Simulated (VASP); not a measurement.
# GaN (wurtzite) (P6_3mc) in VASP: a series of runs

Runs on GaN (wurtzite). Level: PBE. Tasks: single point, relaxation of cell and atoms.

Everything below comes from runs of VASP 6.6.1. Logs are shortened: lines on timing, memory, paths and dates and some standing lists are left out, and cuts for length are marked.

**1. The cell of the first run**

The structure is hexagonal, space group P6_3mc (No. 186). Conventional cell: a = 3.218 Å, b = 3.218 Å, c = 5.243 Å, α = 90.00°, β = 90.00°, γ = 120.00°. Ga (site symmetry 3m) has 4 N at 1.97 to 1.98 Å within 2.6 Å. N (site symmetry 3m) has 4 Ga at 1.97 to 1.98 Å within 2.6 Å.

**2. Single point, PBE**

File INCAR:

```
SYSTEM = GaN
PREC = Accurate
ENCUT = 520
EDIFF = 1E-7
ISMEAR = 0
SIGMA = 0.01
LREAL = .FALSE.
LASPH = .TRUE.
NELM = 80
ALGO = Normal
ISIF = 2
LWAVE = .FALSE.
LCHARG = .FALSE.
GGA = PE
NBANDS = 26
```

File KPOINTS:

```
Automatic mesh
0
G
  9 9 6
  0 0 0
```

File POSCAR:

```
GaN
1.0
    3.2182803432      0.0000000000      0.0000000000
   -1.6091401716      2.7871125338      0.0000000000
    0.0000000000      0.0000000000      5.2427848444
Ga N
2 2
Direct
    0.3333333333      0.6666666667      0.0001279771
    0.6666666667      0.3333333333      0.5001279771
    0.3333333333      0.6666666667      0.3768720229
    0.6666666667      0.3333333333      0.8768720229
```

Potentials or basis: VASP PAW PBE potentials, release 64 (Ga_d, N).

Command:

```bash
> cat potpaw_PBE.64/Ga_d/POTCAR potpaw_PBE.64/N/POTCAR > POTCAR
> mpirun -np 1 vasp_std > vasp.out
```

OUTCAR:

```text
SYSTEM = GaN
   PREC = Accurate
   ENCUT = 520
   EDIFF = 1E-7
   ISMEAR = 0
   LREAL = .FALSE.
   LASPH = .TRUE.
   NELM = 80
   ISIF = 2
   GGA = PE

 ion  position               nearest neighbor table
   1  0.333  0.667  0.000-   4 1.97   4 1.97   4 1.97   3 1.98
   2  0.667  0.333  0.500-   3 1.97   3 1.97   3 1.97   4 1.98
   3  0.333  0.667  0.377-   2 1.97   2 1.97   2 1.97   1 1.98
   4  0.667  0.333  0.877-   1 1.97   1 1.97   1 1.97   2 1.98

  LATTYP: Found a hexagonal cell.
 ALAT       =     3.2182803432
 C/A-ratio  =     1.6290640607

  Lattice vectors:

 A1 = (   3.2182803432,   0.0000000000,   0.0000000000)
 A2 = (  -1.6091401716,   2.7871125338,   0.0000000000)
 A3 = (   0.0000000000,   0.0000000000,   5.2427848444)

Analysis of symmetry for initial positions (statically):
=====================================================================
 Subroutine PRICEL returns:
 Original cell was already a primitive cell.

 Routine SETGRP: Setting up the symmetry group for a
 hexagonal supercell.

 Subroutine GETGRP returns: Found 12 space group operations
 (whereof  6 operations were pure point group operations)
 out of a pool of 24 trial point group operations.

The static configuration has the point symmetry C_3v.
 The point group associated with its full space group is C_6v.

Analysis of symmetry for dynamics (positions and initial velocities):
=====================================================================
 Subroutine PRICEL returns:
 Original cell was already a primitive cell.

 Routine SETGRP: Setting up the symmetry group for a
 hexagonal supercell.

 Subroutine GETGRP returns: Found 12 space group operations
 (whereof  6 operations were pure point group operations)
 out of a pool of 24 trial point group operations.

The dynamic configuration has the point symmetry C_3v.
 The point group associated with its full space group is C_6v.

 Subroutine INISYM returns: Found 12 space group operations
 (whereof  6 operations are pure point group operations),
 and found     1 'primitive' translations

----------------------------------------------------------------------------------------

                                     Primitive cell

  volume of cell :      47.0263

  direct lattice vectors                    reciprocal lattice vectors
[... 83 lines left out ...]
   ISTART =      0    job   : 0-new  1-cont  2-samecut
   ICHARG =      2    charge: 1-file 2-atom 10-const
   ISPIN  =      1    spin polarized calculation?
   LNONCOLLINEAR =      F non collinear calculations
   LSORBIT =      F    spin-orbit coupling
   LASPH  =      T    aspherical Exc in radial PAW
   ENCUT  =  520.0 eV  38.22 Ry    6.18 a.u.   5.98  5.98  9.75*2*pi/ulx,y,z
   NELM   =     80;   NELMIN=  2; NELMDL= -5     # of ELM steps
   EDIFF  = 0.1E-06   stopping-criterion for ELM
   LREAL  =      F    real-space projection
   EDIFFG = 0.1E-05   stopping-criterion for IOM
   NSW    =      0    number of steps for IOM
   IBRION =     -1    ionic relax: 0-MD 1-quasi-New 2-CG
   NFREE  =      0    steps in history (QN), initial steepest desc. (CG)
   ISIF   =      2    stress and relaxation
   ISYM   =      2    0-nonsym 1-usesym 2-fastsym
   POTIM  = 0.5000    time-step for ionic-motion
   TEBEG  =    0.0;   TEEND  =   0.0 temperature during run
   PSTRESS=    0.0 pullay stress
   NELECT =      36.0000    total number of electrons
   NUPDOWN=      -1.0000    fix difference up-down
   EMIN   =  10.00;   EMAX   =-10.00  energy-range for DOS
   EFERMI =   0.00;   METHOD = LEGACY
   ISMEAR =     0;   SIGMA  =   0.01  broadening in eV -4-tet -1-fermi 0-gaus
   EFERMI_NEDOS =   21; number of points for ismear=-14 and -15
   IALGO  =     38    algorithm
   IMIX   =      4    mixing-type and parameters
     AMIX     =   0.40;   BMIX     =  1.00
     AMIX_MAG =   1.60;   BMIX_MAG =  1.00
  volume/ion in A,a.u.               =      11.76        79.34
  Fermi-wavevector in a.u.,A,eV,Ry     =   1.497599  2.830052 30.515182  2.242803
  Thomas-Fermi vector in A             =   2.609466
   LORBIT       =      0    0 simple, 1 ext, 2 COOP (PROOUT), +10 PAW based schemes
   GGA     = PE    functional components
   LHFCALC =     F    Hartree Fock is set to
   AEXX    =    0.0000 exact exchange contribution
   IVDW    =     0    specifies the selected vdW correction
   LEPSILON=     F    determine dielectric tensor
   LRPA    =     F    only Hartree local field effects (RPA)
 non-spin polarized calculation
 Gauss-broadening in eV      SIGMA  =   0.01
  energy-cutoff  :      520.00
  volume of cell :       47.03
 maximum number of plane-waves:      1290
 NGX is ok and might be reduce to    24
   NGX = 11   NGY = 11   NGZ = 19

 number of electron      35.9999955 magnetization

 Free energy of the ion-electron system (eV)
  ---------------------------------------------------
  ext. energy  EPLUGINS =         0.00000000
  ---------------------------------------------------
  free energy    TOTEN  =       -24.32768461 eV

  energy without entropy =      -24.32768461  energy(sigma->0) =      -24.32768461

 E-fermi :   5.0640     XC(G=0): -11.5157

 val. band max:        5.0101744408   @ k =   0.0000   0.0000   0.0000
 cond. band min:       6.7270083444   @ k =   0.0000   0.0000   0.0000
 fundamental gap:      1.7168339035
 Fermi energy:         5.0640093168

 k-point     1 :       0.0000    0.0000    0.0000
  band No.  band energies     occupation
      1     -10.7262      2.00000
      2      -9.9025      2.00000
      3      -8.4104      2.00000
      4      -8.3961      2.00000
      5      -8.3961      2.00000
      6      -8.3403      2.00000
[... 685 lines left out ...]
     25      17.7971      0.00000
     26      17.8821      0.00000

 [... further k-points ...]
[... 5 lines left out ...]
  --------------------------------------------------------------------------------------
  -------------------------------------------------------------------------------------
  Total        0.0403596      0.0403596      0.0523172      0.0000000      0.0000000      0.0000000
  in kB        1.3750469      1.3750469      1.7824386      0.0000000      0.0000000      0.0000000
  external PRESSURE =       1.5108441 kB  Pullay stress =       0.0000000 kB

 VOLUME and BASIS-vectors are now :
 -----------------------------------------------------------------------------
  energy-cutoff  :      520.00
  volume of cell :       47.03
      direct lattice vectors                 reciprocal lattice vectors
     3.218280343  0.000000000  0.000000000     0.310724950  0.179397134  0.000000000
    -1.609140172  2.787112534  0.000000000     0.000000000  0.358794267  0.000000000
     0.000000000  0.000000000  5.242784844     0.000000000  0.000000000  0.190738325

 POSITION                                       TOTAL-FORCE (eV/Angst)
 -----------------------------------------------------------------------------------
     -0.00000      1.85808      0.00067        -0.000000      0.000000      0.000378
      1.60914      0.92904      2.62206         0.000000     -0.000000      0.000378
     -0.00000      1.85808      1.97586        -0.000000     -0.000000     -0.000378
      1.60914      0.92904      4.59725         0.000000     -0.000000     -0.000378
 -----------------------------------------------------------------------------------
    total drift:                               -0.000001     -0.000001     -0.000407

  FREE ENERGIE OF THE ION-ELECTRON SYSTEM (eV)
  ---------------------------------------------------
  free  energy   TOTEN  =       -24.3276846114 eV

  energy  without entropy=      -24.3276846114  energy(sigma->0) =      -24.32768461
```

It took 24 s on 1 thread of Intel Xeon 6975P-C (Granite Rapids), shared host; peak memory 0.18 GiB.

What came out:

* Free energy: -24.3277 eV
* Pressure: 0.2 GPa
* Band gap on the k mesh: 1.72 eV, direct

**3. Relaxation of cell and atoms, PBE**

This run uses another cell than the first one, of 11.43 Å³/atom, 0.973 times its volume.

File INCAR:

```
SYSTEM = GaN
  ALGO = Normal
  EDIFF = 1E-6
  EDIFFG = -0.001
  ENCUT = 600
  GGA = PE
  IBRION = 2
  ISIF = 3
  ISMEAR = 0
  LASPH = .TRUE.
  LCHARG = .FALSE.
  LREAL = .FALSE.
  LWAVE = .FALSE.
  NELM = 80
  NSW = 80
  PREC = Accurate
  SIGMA = 0.01
```

File KPOINTS:

```
k-points
0
G
  9 9 6
  0 0 0
```

File POSCAR:

```
GaN
1.0
    3.1900000000      0.0000000000      0.0000000000
   -1.5950000000      2.7626210381      0.0000000000
    0.0000000000      0.0000000000      5.1900000000
Ga N
2 2
Direct
    0.3333333333      0.6666666667      0.0000000000
    0.6666666667      0.3333333333      0.5000000000
    0.3333333333      0.6666666667      0.3770000000
    0.6666666667      0.3333333333      0.8770000000
```

Potentials or basis: VASP PAW PBE potentials, release 64 (Ga_d, N).

Command:

```bash
> cat potpaw_PBE.64/Ga_d/POTCAR potpaw_PBE.64/N/POTCAR > POTCAR
> mpirun -np 1 vasp_std > vasp.out
```

Wall time 5.4 min (1 thread of Intel Xeon 6975P-C (Granite Rapids), shared host); peak memory 0.21 GiB.

Results (log left out):

```yaml
Free_energy: -24.3289 eV
Relaxed_volume: 11.76 Å³/atom
Relaxed_cell: a = 3.218 Å, b = 3.218 Å, c = 5.243 Å, α = 90.00°, β = 90.00°, γ = 120.00°
Space_group_after_relaxing_to_0.05_Å: P6_3mc (No. 186)
Energy_gained_by_relaxing: 4.9 meV/atom
Ionic_steps: 36
Pressure_after_relaxing: 0.0 GPa
Band_gap_on_the_k_mesh: 1.72 eV, direct
```

Step by step:
```csv
step,energy change (eV),largest force (eV/Å),pressure (GPa),volume (Å³)
1,0.0000,0.0077,5.00,45.74
2,-0.0061,0.0017,-3.75,48.14
3,-0.0197,0.0048,0.02,47.03
4,-0.0197,0.0047,-0.46,47.05
5,-0.0193,0.0063,0.69,46.84
6,-0.0197,0.0052,0.07,47.00
7,-0.0197,0.0059,-0.02,47.00
8,-0.0197,0.0050,0.03,47.00
9,-0.0197,0.0052,0.10,47.00
10,-0.0197,0.0034,-0.15,47.04
11,-0.0197,0.0048,0.00,47.03
12,-0.0197,0.0028,-0.01,47.03
13,-0.0197,0.0025,-0.13,47.04
14,-0.0197,0.0051,0.02,47.03
15,-0.0197,0.0034,-0.02,47.03
16,-0.0197,0.0026,-0.06,47.04
17,-0.0197,0.0031,0.24,47.01
18,-0.0197,0.0044,-0.17,47.03
19,-0.0197,0.0026,-0.01,47.02
20,-0.0197,0.0017,0.03,47.02
21,-0.0197,0.0034,0.01,47.02
22,-0.0197,0.0005,-0.01,47.02
23,-0.0197,0.0038,-0.04,47.02
24,-0.0197,0.0004,0.01,47.02
25,-0.0197,0.0004,0.01,47.02
26,-0.0197,0.0018,-0.04,47.03
27,-0.0197,0.0001,0.07,47.02
28,-0.0197,0.0016,0.02,47.03
29,-0.0197,0.0017,-0.03,47.03
30,-0.0197,0.0011,-0.02,47.03
31,-0.0197,0.0011,-0.01,47.03
32,-0.0197,0.0007,0.07,47.02
33,-0.0197,0.0018,-0.07,47.03
34,-0.0197,0.0001,-0.03,47.03
35,-0.0197,0.0026,0.02,47.02
36,-0.0197,0.0005,0.00,47.02
```

Final structure:
```
Ga N
1.0
     3.21804    0.00000    0.00000
    -1.60902    2.78691    0.00000
     0.00000    0.00000    5.24338
Ga N
2 2
Cartesian
  0.0000 1.8579 0.0008
  1.6090 0.9290 2.6225
  0.0000 1.8579 1.9760
  1.6090 0.9290 4.5977
```

Levels at points of the mesh, in eV from the valence-band top:
```tsv
k point	band 15	band 16	band 17	band 18	band 19	band 20	band 21	band 22
(0.00, 0.00, 0.00)	-1.00	-0.04	0.00	0.00	1.72	4.07	9.02	9.73
(0.00, 0.00, 0.50)	-0.51	-0.51	-0.51	-0.51	4.06	4.06	8.31	8.31
```
